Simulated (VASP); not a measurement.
Crystal: Ni.

```
CELL_PARAMETERS angstrom
0.00000 1.75860 1.75860
1.75860 0.00000 1.75860
1.75860 1.75860 0.00000
ATOMIC_POSITIONS crystal
Ni 0.00000 0.00000 0.00000
```

Base run:

- Program: VASP 6.6.1
- Functional: PBE
- Potentials or basis: VASP PAW PBE potentials, release 64 (Ni)
- Cutoff: 520 eV
- k mesh: 15 × 15 × 15
- Occupations: fermi-dirac, width 0.05 eV
- Spin: collinear spin, ferromagnetic start
- Starting moments: [1.94] μB
- Fixed moment: 1.94 μB

Its results: pressure 24.4 GPa; site moments Ni +1.82 μB.

After a change of settings the same cell gave: pressure 0.9 GPa; site moments Ni +0.74 μB. Which change was it?
A. fixed moment from 1.94 μB to 0.48 μB; moments at the start from [1.94] to [0.48]
B. fixed moment from 1.94 μB to 0.73 μB; moments at the start from [1.94] to [0.73]
C. fixed moment from 1.94 μB to 0.97 μB; moments at the start from [1.94] to [0.97]
D. fixed moment from 1.94 μB to 1.21 μB; moments at the start from [1.94] to [1.21]

B.

Caveats: the total moment is fixed, so each spin has its own Fermi level.
